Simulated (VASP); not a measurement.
# BeS (Fm-3m) in VASP: vibrations by perturbation theory with PBEsol

Aim: the vibrations by perturbation theory of BeS with PBEsol.

Everything below comes from runs of VASP 6.6.1. Logs are shortened: lines on timing, memory, paths and dates and some standing lists are left out, and cuts for length are marked.

**1. The cell of the first run**

It takes space group Fm-3m (No. 225, cubic). The conventional cell has a = 4.590 Å, b = 4.590 Å, c = 4.590 Å, α = 90.00°, β = 90.00°, γ = 90.00°. Within 3.0 Å of Be (site symmetry m-3m) lie 6 S at 2.30 Å. Within 3.0 Å of S (site symmetry m-3m) lie 6 Be at 2.30 Å.

**2. Vibrations by perturbation theory, PBEsol**

Input file INCAR:

```
PREC     = Accurate       # precision mode
ENCUT    = 520            # plane-wave cutoff, eV
EDIFF    = 1E-8           # SCF threshold, eV
ISMEAR   = 0              # smearing method
SIGMA    = 0.01           # smearing width, eV
LREAL    = F              # projectors in reciprocal space
LASPH    = T              # aspherical terms in the spheres
NELM     = 80             # most SCF steps
ALGO     = Normal         # electronic algorithm
ISIF     = 2              # what is computed and relaxed
LWAVE    = F              # write WAVECAR
LCHARG   = F              # write CHGCAR
GGA      = PS             # functional
IBRION   = 8              # ionic algorithm
NSW      = 1              # ionic steps
LEPSILON = T              # dielectric tensor by DFPT
```

Input file KPOINTS:

```
regular mesh
0
Gamma
  8 8 8
```

Input file POSCAR:

```
BeS
1.0
    0.0000000000      2.2951056105      2.2951056105
    2.2951056105      0.0000000000      2.2951056105
    2.2951056105      2.2951056105      0.0000000000
Be S
1 1
Direct
    0.0000000000      0.0000000000      0.0000000000
    0.5000000000      0.5000000000      0.5000000000
```

Potentials or basis: VASP PAW PBE potentials, release 64 (Be, S).

The run is started by

```sh
$ cat potpaw_PBE.64/Be/POTCAR potpaw_PBE.64/S/POTCAR > POTCAR
$ mpirun -np 1 vasp_std > vasp.out
```

OUTCAR:

```text
PREC = Accurate
   ENCUT = 520
   EDIFF = 1E-8
   ISMEAR = 0
   LREAL = F
   LASPH = T
   NELM = 80
   ISIF = 2
   GGA = PS
   IBRION = 8
   NSW = 1
   LEPSILON = T

 ion  position               nearest neighbor table
   1  0.000  0.000  0.000-   2 2.30   2 2.30   2 2.30   2 2.30   2 2.30   2 2.30
   2  0.500  0.500  0.500-   1 2.30   1 2.30   1 2.30   1 2.30   1 2.30   1 2.30

  LATTYP: Found a face centered cubic cell.
 ALAT       =     4.5902112210

  Lattice vectors:

 A1 = (   0.0000000000,   2.2951056105,   2.2951056105)
 A2 = (   2.2951056105,   0.0000000000,   2.2951056105)
 A3 = (   2.2951056105,   2.2951056105,   0.0000000000)

Analysis of symmetry for initial positions (statically):
=====================================================================
 Subroutine PRICEL returns:
 Original cell was already a primitive cell.

 Routine SETGRP: Setting up the symmetry group for a
 face centered cubic supercell.

 Subroutine GETGRP returns: Found 48 space group operations
 (whereof 48 operations were pure point group operations)
 out of a pool of 48 trial point group operations.

The static configuration has the point symmetry O_h .

Analysis of symmetry for dynamics (positions and initial velocities):
=====================================================================
 Subroutine PRICEL returns:
 Original cell was already a primitive cell.

 Routine SETGRP: Setting up the symmetry group for a
 face centered cubic supercell.

 Subroutine GETGRP returns: Found 48 space group operations
 (whereof 48 operations were pure point group operations)
 out of a pool of 48 trial point group operations.

The dynamic configuration has the point symmetry O_h .

 Subroutine INISYM returns: Found 48 space group operations
 (whereof 48 operations are pure point group operations),
 and found     1 'primitive' translations

----------------------------------------------------------------------------------------

[... 495 lines left out ...]

 MACROSCOPIC STATIC DIELECTRIC TENSOR (including local field effects in DFT)
 ------------------------------------------------------
           9.611249    -0.000000     0.000000
          -0.000000     9.611249     0.000000
           0.000000    -0.000000     9.611249
 ------------------------------------------------------

 PIEZOELECTRIC TENSOR (including local field effects)  for field in x, y, z        (e  Angst)
          XX          YY          ZZ          XY          YZ          ZX
  --------------------------------------------------------------------------------
  x     0.00000     0.00000     0.00000     0.00000     0.00000     0.00000
  y     0.00000     0.00000     0.00000     0.00000     0.00000     0.00000
  z     0.00000     0.00000     0.00000     0.00000     0.00000     0.00000

 PIEZOELECTRIC TENSOR (including local field effects)  for field in x, y, z        (C/m^2)
          XX          YY          ZZ          XY          YZ          ZX
  --------------------------------------------------------------------------------
  x     0.00000     0.00000     0.00000     0.00000     0.00000     0.00000
  y     0.00000     0.00000     0.00000     0.00000     0.00000     0.00000
  z     0.00000     0.00000     0.00000     0.00000     0.00000     0.00000

 BORN EFFECTIVE CHARGES (including local field effects) (in |e|, cummulative output)
 ---------------------------------------------------------------------------------
 ion    1
    1     2.89152     0.00000     0.00000
    2    -0.00000     2.89152    -0.00000
    3     0.00000    -0.00000     2.89152
 ion    2
    1    -2.89152     0.00000    -0.00000
    2     0.00000    -2.89152     0.00000
    3    -0.00000     0.00000    -2.89152

 INTERNAL STRAIN TENSOR FOR ION    2 for displacements in x,y,z  (eV/Angst):
          X           Y           Z          XY          YZ          ZX
  --------------------------------------------------------------------------------
  x     0.00000     0.00000     0.00000     0.00000     0.00000     0.00000
  y     0.00000     0.00000     0.00000     0.00000     0.00000     0.00000
  z     0.00000     0.00000     0.00000     0.00000     0.00000     0.00000

 SECOND DERIVATIVES (NOT SYMMETRIZED)
 ------------------------------------
               1X          1Y          1Z          2X          2Y          2Z
  1X     0.806928    0.000000    0.000000   -0.806928    0.000000    0.000000
  1Y     0.000000    0.806928    0.000000    0.000000   -0.806928    0.000000
  1Z     0.000000    0.000000    0.806928    0.000000    0.000000   -0.806928
  2X    -0.803680    0.000000    0.000000    0.803680    0.000000    0.000000
  2Y     0.000000   -0.803680    0.000000    0.000000    0.803680    0.000000
  2Z     0.000000    0.000000   -0.803680    0.000000    0.000000    0.803680

 Eigenvectors and eigenvalues of the dynamical matrix
 ----------------------------------------------------

   1 f  =    0.004412 THz     0.027721 2PiTHz    0.147166 cm-1     0.018246 meV
             X         Y         Z           dx          dy          dz
      0.000000  0.000000  0.000000    -0.350972   -0.187194    0.245955
      2.295106  2.295106  2.295106    -0.663339   -0.353798    0.464856
[... 21 lines left out ...]
   6 f/i=    5.292116 THz    33.251345 2PiTHz  176.525985 cm-1    21.886423 meV
             X         Y         Z           dx          dy          dz
      0.000000  0.000000  0.000000     0.000000   -0.883902   -0.000000
      2.295106  2.295106  2.295106    -0.000000    0.467672    0.000000

--------------------------------------------------------------------------------------------------------

 MACROSCOPIC STATIC DIELECTRIC TENSOR IONIC CONTRIBUTION
 ------------------------------------------------------
           0.000000     0.000000     0.000000
           0.000000     0.000000     0.000000
           0.000000     0.000000     0.000000
 ------------------------------------------------------

 ELASTIC MODULI CONTR FROM IONIC RELAXATION (kBar)
 Direction    XX          YY          ZZ          XY          YZ          ZX
 --------------------------------------------------------------------------------
 XX           0.0000      0.0000      0.0000      0.0000      0.0000      0.0000
 YY           0.0000      0.0000      0.0000      0.0000      0.0000      0.0000
 ZZ           0.0000      0.0000      0.0000      0.0000      0.0000      0.0000
 XY           0.0000      0.0000      0.0000      0.0000      0.0000      0.0000
 YZ           0.0000      0.0000      0.0000      0.0000      0.0000      0.0000
 ZX           0.0000      0.0000      0.0000      0.0000      0.0000      0.0000
 --------------------------------------------------------------------------------

 PIEZOELECTRIC TENSOR IONIC CONTR  for field in x, y, z        (C/m^2)
          XX          YY          ZZ          XY          YZ          ZX
  --------------------------------------------------------------------------------
  x     0.00000     0.00000     0.00000     0.00000     0.00000     0.00000
  y     0.00000     0.00000     0.00000     0.00000     0.00000     0.00000
  z     0.00000     0.00000     0.00000     0.00000     0.00000     0.00000
```

stdout:

```text
POSCAR found type information on POSCAR BeS
 POSCAR found :  2 types and       2 ions
 scaLAPACK will be used
 -----------------------------------------------------------------------------
|                                                                             |
|                                                                             |
[... 39 lines left out ...]
 first order change of Fermi-energy  -0.26525E-03
 force on displaced ion       1 direction 1 :   0.807   0.000   0.000
 Born effective charge ion    1 direction 1 :   2.844   0.000   0.000
 Linear response progress:
 first order change of Fermi-energy   0.92533E-03
 force on displaced ion       2 direction 1 :   0.804   0.000   0.000
 Born effective charge ion    2 direction 1 :  -2.940   0.000   0.000
 Born effective charges drift removed
 Linear response finished
```

Wall time 3.5 min (1 thread of AMD EPYC, shared host); peak memory 0.13 GiB.

What came out:

| Property | Result |
| --- | --- |
| Electronic dielectric tensor (diagonal) | 9.61 |
| Born charges (mean of the diagonal) | Be +2.89; S -2.89 e |
| Highest phonon frequency at Γ, LO-TO splitting left out | 0 cm⁻¹ |
| Most unstable mode | 177i cm⁻¹ |

Phonon frequencies in cm⁻¹ (negative: imaginary):
```
              q point           frequencies
(0.000, 0.000, 0.000)  -177 -177 -177 0 0 0
```

Electronic dielectric tensor:
```
9.61 0.00 0.00
0.00 9.61 0.00
0.00 0.00 9.61
```

Born effective charge tensors (e):
atom 1, Be
```
2.89 0.00 0.00
0.00 2.89 0.00
0.00 0.00 2.89
```
atom 2, S
```
-2.89  0.00  0.00
 0.00 -2.89  0.00
 0.00  0.00 -2.89
```

Caveat: some modes are imaginary.
